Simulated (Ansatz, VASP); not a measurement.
**TaN: VASP beside Ansatz**

```xyz
2
Lattice="0.0000 2.2113 2.2113 2.2113 0.0000 2.2113 2.2113 2.2113 0.0000" Properties=species:S:1:pos:R:3 pbc="T T T"
Ta    2.2113    2.2113    2.2113
N     0.0000    0.0000    0.0000
```

Alike in both runs: task single point; functional PBE; k mesh 4 × 4 × 4; occupations fermi-dirac, width 0.03 eV; no spin polarisation.

|  | VASP | Ansatz |
| --- | --- | --- |
| version | VASP 6.6.1 | Ansatz 0.2.0 |
| potentials or method | VASP PAW PBE potentials, release 64 (Ta_pv, N), cutoff 520 eV | all-electron LAPW, scalar-relativistic |

VASP gave:

* gap on the k mesh at the Fermi level (eV): none
* pressure (GPa): 0.6

Task: What did Ansatz give for the same quantities?

Result: gap on the k mesh at the Fermi level (eV): none; pressure (GPa): 0.0.

A gap of «none» marks a metal or a gap that the smearing closes. Ansatz ran all-electron here, and VASP with PAW potentials.

The k mesh is coarse, so the values compare programs but aren't converged. Spin-orbit coupling is off throughout. Noted on Ansatz's run: the k mesh is thin for a metal, which can move the energy by tens of meV per atom.
